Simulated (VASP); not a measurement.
Input of a VASP 6.6.1 run:

Contents of INCAR:

```
SYSTEM = AlN
  PREC = Accurate
  ENCUT = 520
  EDIFF = 1E-7
  ISMEAR = 0
  SIGMA = 0.05
  LREAL = .FALSE.
  LASPH = .TRUE.
  NELM = 80
  ALGO = Normal
  ISIF = 2
  LWAVE = .FALSE.
  LCHARG = .TRUE.
  GGA = PE
  LELF = .TRUE.
  LVHAR = .TRUE.
  NBANDS = 26
```

The input KPOINTS:

```
Automatic mesh
0
G
  8 6 4
  0 0 0
```

POSCAR

```
AlN
1.0
   -1.6567491617      2.8695737234      0.0000000000
    0.0000000000      0.0000000000      4.1874629526
    4.9702474850      2.8695737234      0.0000000000
Al N
4 4
Direct
    0.5760525509      0.7500000000      0.0906141158
    0.0000000000      0.7500000000      0.6666666667
    0.0000000000      0.2500000000      0.3333333333
    0.5000000000      0.2500000000      0.8333333333
    0.5000000000      0.2500000000      0.1666666667
    0.0000000000      0.2500000000      0.6666666667
    0.0000000000      0.7500000000      0.3333333333
    0.5000000000      0.7500000000      0.8333333333
```

Potentials or basis: VASP PAW PBE potentials, release 64 (Al, N).

Run with:

```console
$ cat potpaw_PBE.64/Al/POTCAR potpaw_PBE.64/N/POTCAR > POTCAR
$ mpirun -np 1 vasp_std > vasp.out
```

Task: Predict the largest force.

Result: 18.527 eV/Å.

Task: What does it give for the band gap on the k mesh?

Result: 2.29 eV, direct.

Task: Predict the pressure.

Result: 12.0 GPa.

Forces on the atoms (eV/Å):
```
Al   15.600   9.993   0.000
Al   -2.317  -1.131   0.000
Al   -0.559  -0.011   0.000
Al   -0.152  -0.469   0.000
N    -2.017  -0.467   0.000
N     0.832   0.524   0.000
N    -0.962  -0.410   0.000
N   -10.424  -8.028   0.000
```

Caveat: the cell differs from its parent crystal (atom 1 (Al) moved by -0.504 Å along [1 0 0] and +0.000 Å along [1 2 0]); forces of over 1 eV/Å act on the atoms, so gaps and moduli don't describe the material at rest. A k mesh can miss the band edges.
